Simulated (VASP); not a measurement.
Set up this calculation in VASP 6.6.1, as the native input.

| Property | Result |
| --- | --- |
| Task | single point |
| Functional | SVWN5 |
| Potentials or basis | VASP PAW PBE potentials, release 64 (Al, N) |
| Cutoff | 520 eV |
| k mesh | 10 × 10 × 10 |
| Occupations | fermi-dirac, width 0.05 eV |
| Spin | no spin polarisation |
| Dipole correction | no |
| Further INCAR settings | ALGO = Normal; EDIFF = 1e-06; NBANDS = 11 |

The structure of AlN lies in POSCAR:

```
AlN
1.0
    0.0000000000      2.1984575146      2.1984575146
    2.1984575146      0.0000000000      2.1984575146
    2.1984575146      2.1984575146      0.0000000000
Al N
1 1
Direct
    0.0000000000      0.0000000000      0.0000000000
    0.2500000000      0.2500000000      0.2500000000
```

These files were run (other wordings do the same):

INCAR

```
SYSTEM = AlN
PREC = Accurate ; ENCUT = 520
EDIFF = 1E-6 ; ISMEAR = -1
SIGMA = 0.05 ; LREAL = .False.
LASPH = .True. ; NELM = 100
ALGO = Normal ; ISIF = 2
LWAVE = .False. ; LCHARG = .False.
GGA = VW ; NBANDS = 11
```

KPOINTS

```
Automatic mesh
0
Gamma
  10 10 10
  0 0 0
```

Potentials or basis: VASP PAW PBE potentials, release 64 (Al, N).

Run with:

```sh
$ cat potpaw_PBE.64/Al/POTCAR potpaw_PBE.64/N/POTCAR > POTCAR
$ mpirun -np 1 vasp_std > vasp.out
```

Results of the run:

```yaml
Pressure: -6.7 GPa
Band_gap_on_the_k_mesh: 3.22 eV, indirect (least direct gap 4.05 eV)
```

Caveat: the PAW data sets were made with another functional, which shifts forces and pressure a little.

It took 5.9 s on 1 thread of Intel Xeon 8259CL (shared host), peak memory 0.13 GiB.
